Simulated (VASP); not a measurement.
# Na2Al2O (I4/mmm) in VASP: further runs, part 2 of 2

VASP 6.6.1.

### Step 3. Single point, PBE

This run uses another cell than the first one, of 21.84 Å³/atom.

INCAR reads:

```
SYSTEM = Na2Al2O
PREC = Accurate
ENCUT = 520
EDIFF = 1E-7
ISMEAR = 0
SIGMA = 0.1
LREAL = .FALSE.
LASPH = .TRUE.
NELM = 100
ALGO = Normal
ISIF = 2
LWAVE = .FALSE.
LCHARG = .FALSE.
GGA = PE
NBANDS = 21
```

KPOINTS reads:

```
Automatic mesh
0
G
  6 6 6
  0 0 0
```

POSCAR reads:

```
Na2Al2O
1.0
   -1.7631117220      1.7631117220      8.7824772386
    1.7631117220     -1.7631117220      8.7824772386
    1.7631117220      1.7631117220     -8.7824772386
Na Al O
2 2 1
Direct
    0.5693157594      0.5693157594      0.0000000000
    0.4306842406      0.4306842406      0.0000000000
    0.2500000000      0.7500000000      0.5000000000
    0.7500000000      0.2500000000      0.5000000000
    0.0000000000      0.0000000000      0.0000000000
```

Potentials or basis: VASP PAW PBE potentials, release 64 (Na_pv, Al, O).

Run with:

```console
$ cat potpaw_PBE.64/Na_pv/POTCAR potpaw_PBE.64/Al/POTCAR potpaw_PBE.64/O/POTCAR > POTCAR
$ mpirun -np 1 vasp_std > vasp.out
```

OUTCAR:

```text
SYSTEM = Na2Al2O
   PREC = Accurate
   ENCUT = 520
   EDIFF = 1E-7
   ISMEAR = 0
   LREAL = .FALSE.
   LASPH = .TRUE.
   NELM = 100
   ISIF = 2
   GGA = PE

 ion  position               nearest neighbor table
   1  0.569  0.569  0.000-   2 2.44
   2  0.431  0.431  0.000-   1 2.44
   3  0.250  0.750  0.500-   4 2.49   4 2.49   4 2.49   4 2.49
   4  0.750  0.250  0.500-   3 2.49   3 2.49   3 2.49   3 2.49
   5  0.000  0.000  0.000-

  LATTYP: Found a body centered tetragonal cell.
 ALAT       =     3.5262234440
 C/A-ratio  =     4.9812369398
[... 777 lines left out ...]
  --------------------------------------------------------------------------------------
  -------------------------------------------------------------------------------------
  Total       -0.0070086     -0.0070086      0.0354986      0.0000000      0.0000000      0.0000000
  in kB       -0.1028270     -0.1028270      0.5208174      0.0000000      0.0000000      0.0000000
  external PRESSURE =       0.1050545 kB  Pullay stress =       0.0000000 kB

 VOLUME and BASIS-vectors are now :
 -----------------------------------------------------------------------------
  energy-cutoff  :      520.00
  volume of cell :      109.20
      direct lattice vectors                 reciprocal lattice vectors
    -1.763111722  1.763111722  8.782477239     0.000000000  0.283589516  0.056931545
     1.763111722 -1.763111722  8.782477239     0.283589516  0.000000000  0.056931545
     1.763111722  1.763111722 -8.782477239     0.283589516  0.283589516  0.000000000

 POSITION                                       TOTAL-FORCE (eV/Angst)
 -----------------------------------------------------------------------------------
      0.00000      0.00000     10.00001        -0.000000     -0.000000     -0.001268
      0.00000      0.00000      7.56495        -0.000000     -0.000000      0.001268
      1.76311     -0.00000      4.39124         0.000000      0.000000     -0.000000
     -0.00000      1.76311      4.39124         0.000000      0.000000     -0.000000
      0.00000      0.00000      0.00000         0.000000      0.000000     -0.000000
 -----------------------------------------------------------------------------------
    total drift:                               -0.000000     -0.000000      0.000000

  FREE ENERGIE OF THE ION-ELECTRON SYSTEM (eV)
  ---------------------------------------------------
  free  energy   TOTEN  =       -15.4652672841 eV

  energy  without entropy=      -15.4412198606  energy(sigma->0) =      -15.45324357
```

OSZICAR:

```text
N       E                     dE             d eps       ncg     rms          rms(c)
DAV:   1     0.177468941837E+03    0.17747E+03   -0.11940E+04  1260   0.117E+03
DAV:   2    -0.243356961772E+00   -0.17771E+03   -0.16936E+03  1326   0.303E+02
DAV:   3    -0.192303474404E+02   -0.18987E+02   -0.18741E+02  1584   0.943E+01
[... 13 lines left out ...]
DAV:  17    -0.154653518146E+02   -0.72128E-04   -0.19468E-04  1537   0.479E-02    0.738E-02
DAV:  18    -0.154652776838E+02    0.74131E-04   -0.94365E-05  1512   0.238E-02    0.163E-02
DAV:  19    -0.154652867862E+02   -0.91024E-05   -0.13739E-05  1435   0.157E-02    0.388E-02
DAV:  20    -0.154652677103E+02    0.19076E-04   -0.18053E-05  1530   0.112E-02    0.121E-02
DAV:  21    -0.154652672427E+02    0.46767E-06   -0.16877E-06  1482   0.503E-03    0.480E-03
DAV:  22    -0.154652672841E+02   -0.41411E-07   -0.16602E-07  1155   0.201E-03
   1 F= -.15465267E+02 E0= -.15453244E+02  d E =-.240474E-01
```

Run time: 4.4 min. Hardware: 1 thread of Intel Xeon 6975P-C (Granite Rapids), shared host; peak memory 0.66 GiB.

Results:

```yaml
Free_energy: -15.4653 eV
Pressure: 0.0 GPa
Band_gap_on_the_k_mesh: zero (bands 13 and 14 overlap by 1.62 eV)
```

### Step 4. Relaxation of cell and atoms, PBE

INCAR reads:

```
ALGO = Normal ; EDIFF = 1E-6
EDIFFG = -0.04 ; ENCUT = 600
GGA = PE ; IBRION = 2
ISIF = 3 ; ISMEAR = 0
LASPH = True ; LCHARG = False
LREAL = False ; LWAVE = False
NELM = 80 ; NSW = 90
PREC = Accurate ; SIGMA = 0.1
```

KPOINTS reads:

```
k-points
0
Gamma
  6 6 6
```

POSCAR reads:

```
Na2Al2O
1.0
   -1.8957647300      1.8957647300      4.5754706100
    1.8957647300     -1.8957647300      4.5754706100
    1.8957647300      1.8957647300     -4.5754706100
Na Al O
2 2 1
Direct
    0.6250064400      0.6250064400      0.0000000000
    0.3749935600      0.3749935600      0.0000000000
    0.2500000000      0.7500000000      0.5000000000
    0.7500000000      0.2500000000      0.5000000000
    0.0000000000      0.0000000000      0.0000000000
```

Run with:

```console
$ cat potpaw_PBE.64/Na_pv/POTCAR potpaw_PBE.64/Al/POTCAR potpaw_PBE.64/O/POTCAR > POTCAR
$ mpirun -np 1 vasp_std > vasp.out
```

It took 5.4 min on 1 thread of Intel Xeon 6975P-C (Granite Rapids), shared host; peak memory 0.29 GiB.

Results (log left out):

```
Free energy                           : -14.5912 eV
Relaxed volume                        : 18.50 Å³/atom
Relaxed cell                          : a = 7.634 Å, b = 7.634 Å, c = 7.634 Å, α = 152.85°, β = 152.85°, γ = 38.77°
Space group after relaxing (to 0.1 Å) : I4/mmm (No. 139)
Energy gained by relaxing             : 1685.2 meV/atom
Ionic steps                           : 15
Pressure after relaxing               : 0.0 GPa
Largest force after relaxing          : 0.030 eV/Å
Band gap on the k mesh                : zero (bands 13 and 14 overlap by 1.66 eV)
```

Forces on the atoms (eV/Å):
```
Na   0.000  0.000 -0.030
Na   0.000  0.000  0.030
Al   0.000  0.000  0.000
Al   0.000  0.000  0.000
O    0.000  0.000  0.000
```

Step by step:
| step | energy change (eV) | largest force (eV/Å) | pressure (GPa) | volume (Å³) |
| --- | --- | --- | --- | --- |
| 1 | 0.0000 | 6.7066 | 47.12 | 65.78 |
| 2 | -5.3830 | 1.2768 | -1.45 | 109.91 |
| 3 | -5.4679 | 0.4050 | 0.93 | 102.29 |
| 4 | -6.2551 | 0.4578 | -1.29 | 106.39 |
| 5 | -7.4131 | 1.3179 | -5.93 | 114.64 |
| 6 | -7.9443 | 1.3627 | -3.37 | 101.30 |
| 7 | -7.9471 | 1.3654 | -3.21 | 100.66 |
| 8 | -8.3137 | 0.9864 | 1.09 | 91.74 |
| 9 | -8.3369 | 0.7121 | 3.03 | 88.39 |
| 10 | -8.4016 | 0.2937 | 0.65 | 91.50 |
| 11 | -8.4063 | 0.0717 | 1.11 | 90.86 |
| 12 | -8.4249 | 0.0640 | -0.24 | 93.04 |
| 13 | -8.4249 | 0.0607 | -0.17 | 92.98 |
| 14 | -8.4259 | 0.0418 | -0.04 | 92.68 |
| 15 | -8.4261 | 0.0295 | 0.04 | 92.48 |

Final structure:
```cif
data_structure
_symmetry_space_group_name_H-M 'P 1'
_symmetry_Int_Tables_number 1
_cell_length_a 7.6344
_cell_length_b 7.6344
_cell_length_c 7.6344
_cell_angle_alpha 152.852
_cell_angle_beta 152.852
_cell_angle_gamma 38.770
_cell_volume 92.48
loop_
_atom_site_label
_atom_site_type_symbol
_atom_site_fract_x
_atom_site_fract_y
_atom_site_fract_z
_atom_site_occupancy
Na1 Na 0.57617 0.57617 0.00000 1
Na2 Na 0.42383 0.42383 0.00000 1
Al1 Al 0.25000 0.75000 0.50000 1
Al2 Al 0.75000 0.25000 0.50000 1
O1 O 0.00000 0.00000 0.00000 1
```

Levels at points of the mesh, in eV from the Fermi level:
| k point | band 9 | band 10 | band 11 | band 12 | band 13 | band 14 | band 15 | band 16 | band 17 |
| --- | --- | --- | --- | --- | --- | --- | --- | --- | --- |
| (0.00, 0.00, 0.00) | -3.05 | -0.25 | -0.25 | -0.07 | 1.05 | 1.05 | 2.18 | 3.17 | 3.92 |
| (0.50, 0.00, 0.00) | -5.95 | -1.78 | -0.91 | -0.16 | 0.05 | 0.82 | 3.51 | 3.52 | 4.83 |
| (0.50, 0.50, 0.00) | -3.34 | -3.14 | -3.11 | -1.28 | -1.15 | -0.46 | 2.02 | 2.26 | 3.60 |
| (0.50, 0.50, 0.50) | -2.68 | -1.05 | -0.26 | -0.26 | 1.07 | 1.07 | 3.12 | 3.87 | 4.43 |

Caveat: the volume moved by over 15 % at a fixed basis, so the end points are rough.

### Step 5. Single point, PBE, collinear spin, ferromagnetic start

This run uses another cell than the first one, of 21.84 Å³/atom.

INCAR reads:

```
PREC     = Accurate       # precision mode
ENCUT    = 520            # plane-wave cutoff, eV
EDIFF    = 1E-7           # SCF threshold, eV
ISMEAR   = 0              # smearing method
SIGMA    = 0.1            # smearing width, eV
LREAL    = False          # projectors in reciprocal space
LASPH    = True           # aspherical terms in the spheres
NELM     = 150            # most SCF steps
ALGO     = Normal         # electronic algorithm
ISIF     = 2              # what is computed and relaxed
LWAVE    = False          # write WAVECAR
LCHARG   = False          # write CHGCAR
ISPIN    = 2              # spin polarisation
MAGMOM   = 0 0 0 0 1      # initial moments
LORBIT   = 11             # projections on sites
GGA      = PE             # functional
NBANDS   = 25             # bands
```

KPOINTS reads:

```
Automatic mesh
0
Gamma
  6 6 6
```

POSCAR reads:

```
Na2Al2O
1.0
   -1.7631117220      1.7631117220      8.7824772386
    1.7631117220     -1.7631117220      8.7824772386
    1.7631117220      1.7631117220     -8.7824772386
Na Al O
2 2 1
Direct
    0.5693157594      0.5693157594      0.0000000000
    0.4306842406      0.4306842406      0.0000000000
    0.2500000000      0.7500000000      0.5000000000
    0.7500000000      0.2500000000      0.5000000000
    0.0000000000      0.0000000000      0.0000000000
```

Run with:

```console
$ cat potpaw_PBE.64/Na_pv/POTCAR potpaw_PBE.64/Al/POTCAR potpaw_PBE.64/O/POTCAR > POTCAR
$ mpirun -np 1 vasp_std > vasp.out
```

It took 11 min on 1 thread of Intel Xeon 6975P-C (Granite Rapids), shared host; peak memory 0.97 GiB.

Results (log left out):

```
Free energy                                           : -15.4653 eV
Pressure                                              : 0.0 GPa
Band gap on the k mesh                                : zero (filled and empty bands overlap)
Net moment                                            : 0.00 μB per cell
Valence electrons inside the program's atomic spheres : Na 6.02; Al 0.85; O 4.79
```

Levels at points of the mesh, in eV from the Fermi level:
Spin up:
| k point | band 11 | band 12 | band 13 | band 14 | band 15 | band 16 |
| --- | --- | --- | --- | --- | --- | --- |
| (0.00, 0.00, 0.00) | -0.07 | -0.07 | 1.20 | 1.22 | 1.22 | 3.14 |
| (0.50, 0.00, 0.00) | -0.70 | 0.00 | 0.04 | 0.30 | 3.73 | 3.73 |
| (0.50, 0.50, 0.00) | -2.96 | -1.09 | -1.08 | -0.32 | 2.28 | 2.34 |
| (0.50, 0.50, 0.50) | -0.07 | -0.07 | 1.22 | 1.22 | 2.58 | 3.11 |
Spin down:
```tsv
k point	band 10	band 11	band 12	band 13	band 14	band 15	band 16	band 17
(0.00, 0.00, 0.00)	-0.64	-0.07	-0.07	1.20	1.22	1.22	3.14	4.52
(0.50, 0.00, 0.00)	-1.58	-0.70	0.00	0.04	0.31	3.73	3.73	4.16
(0.50, 0.50, 0.00)	-2.96	-2.96	-1.09	-1.08	-0.32	2.28	2.34	3.49
(0.50, 0.50, 0.50)	-1.13	-0.07	-0.07	1.22	1.22	2.58	3.12	3.14
```

### Step 6. Overview

```csv
task,spin,cell,cutoff (eV),gap on the mesh (eV),pressure (GPa),largest force (eV/Å)
single point,off,"a = 5.303 Å, angles 138.1, 138.1, 60.7°, 5 atoms, atomic positions A",520,none,47.2,6.71
single point,off,"a = 9.130 Å, angles 157.7, 157.7, 31.7°, 5 atoms, atomic positions B",520,none,0.0,-
relaxation of cell and atoms,off,"relaxed from a = 5.303 Å, angles 138.1, 138.1, 60.7°, 5 atoms, atomic positions A",600,none,0.0,0.03
single point,"collinear, ferromagnetic start","a = 9.130 Å, angles 157.7, 157.7, 31.7°, 5 atoms, atomic positions B",520,none,0.0,-
```

Alike in all rows: level PBE; potentials or basis VASP PAW PBE potentials, release 64 (Na_pv, Al, O); k mesh 6 × 6 × 6; smearing gaussian 0.1 eV.

Caveats: the cell stands under pressure (at least some runs); forces of over 1 eV/Å act on the atoms, so gaps and moduli don't describe the material at rest (at least some runs); the volume moved by over 15 % at a fixed basis, so the end points are rough (at least some runs).

Total energies depend on the potentials used, so only differences within one code and one set of settings carry meaning.
